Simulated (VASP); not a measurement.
Input of a VASP 6.6.1 run:

Contents of INCAR:

```
ALGO = Normal
EDIFF = 1E-8
ENCUT = 520
GGA = PS
ISIF = 2
ISMEAR = -1
LASPH = T
LCHARG = F
LEFG = T
LREAL = F
LWAVE = F
NBANDS = 14
NELM = 100
PREC = Accurate
SIGMA = 0.03
```

The input KPOINTS:

```
k-points
0
Gamma
  9 9 9
```

The input POSCAR:

```
NaCl
1.0
    2.8600000000      0.0000000000      0.0000000000
    0.0000000000      2.8600000000      0.0000000000
    0.0000000000      0.0000000000      2.8600000000
Na Cl
1 1
Direct
    0.0000000000      0.0000000000      0.0000000000
    0.5000000000      0.5000000000      0.5000000000
```

Potentials or basis: VASP PAW PBE potentials, release 64 (Na_pv, Cl).

The run is started by

```bash
$ cat potpaw_PBE.64/Na_pv/POTCAR potpaw_PBE.64/Cl/POTCAR > POTCAR
$ mpirun -np 1 vasp_std > vasp.out
```

(1) Predict the pressure.

(2) What does it give for the band gap on the k mesh?

## Answers

(1) 60.1 GPa.

(2) 4.56 eV.

Caveat: the cell stands under pressure; the PAW data sets were made with another functional, which shifts forces and pressure a little; an odd mesh through Γ misses points on the zone boundary, where band edges can lie.
